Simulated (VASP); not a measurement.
Write the native input for VASP 6.6.1 that does the following.

```
Task                   : single point
Functional             : PBE
Potentials or basis    : VASP PAW PBE potentials, release 64 (Ca_sv, Zn, C, N)
Cutoff                 : 520 eV
k mesh                 : 4 × 4 × 4
Occupations            : gaussian, width 0.1 eV
Spin                   : collinear spin, ferromagnetic start
Starting moments       : [0.0, 0.0, 1.0, 1.0, 1.0, 1.0, 1.0, 1.0, 1.0, 1.0, 1.0, 1.0, 1.0, 1.0] μB
Dipole correction      : no
Further INCAR settings : ALGO = Normal; EDIFF = 1e-06; NBANDS = 55
```

The structure of CaZnC6N6 lies in POSCAR:

```
CaZnC6N6
1.0
    0.0000000000      5.2970000000      5.2970000000
    5.2970000000      0.0000000000      5.2970000000
    5.2970000000      5.2970000000      0.0000000000
Ca Zn C N
1 1 6 6
Direct
    0.5000000000      0.5000000000      0.5000000000
    0.0000000000      0.0000000000      0.0000000000
    0.8190485200      0.1809514800      0.1809514800
    0.1809514800      0.8190485200      0.1809514800
    0.1809514800      0.1809514800      0.8190485200
    0.1809514800      0.8190485200      0.8190485200
    0.8190485200      0.1809514800      0.8190485200
    0.8190485200      0.8190485200      0.1809514800
    0.7086086500      0.2913913500      0.2913913500
    0.2913913500      0.7086086500      0.2913913500
    0.2913913500      0.2913913500      0.7086086500
    0.2913913500      0.7086086500      0.7086086500
    0.7086086500      0.2913913500      0.7086086500
    0.7086086500      0.7086086500      0.2913913500
```

One way to write it, as run:

INCAR

```
PREC = Accurate
ENCUT = 520
EDIFF = 1E-6
ISMEAR = 0
SIGMA = 0.1
LREAL = False
LASPH = True
NELM = 150
ALGO = Normal
ISIF = 2
LWAVE = False
LCHARG = True
ISPIN = 2
MAGMOM = 0 0 1 1 1 1 1 1 1 1 1 1 1 1
LORBIT = 11
GGA = PE
LELF = True
LVHAR = True
NBANDS = 55
```

KPOINTS

```
regular mesh
0
Gamma
  4 4 4
```

Potentials or basis: VASP PAW PBE potentials, release 64 (Ca_sv, Zn, C, N).

The run is started by

```bash
$ cat potpaw_PBE.64/Ca_sv/POTCAR potpaw_PBE.64/Zn/POTCAR potpaw_PBE.64/C/POTCAR potpaw_PBE.64/N/POTCAR > POTCAR
$ mpirun -np 1 vasp_std > vasp.out
```

Results of the run:

```json
{
 "Pressure": "8.8 GPa",
 "Largest force": "2.338 eV/Å",
 "Band gap on the k mesh": "0.63 eV, indirect (least direct gap 0.69 eV)",
 "Net moment": "2.00 μB per cell",
 "Site moments": "Ca +0.01; Zn +0.40; C +0.20; N +0.01 μB",
 "Valence electrons inside the program's atomic spheres": "Ca 8.34; Zn 11.48; C 2.60; N 3.88"
}
```

Caveat: forces of over 1 eV/Å act on the atoms, so gaps and moduli don't describe the material at rest.

Wall time 6.2 min on 1 thread of Intel(R) Xeon(R) Platinum 8375C CPU @ 2.90GHz (Ice Lake) (shared host), peak memory 0.66 GiB.
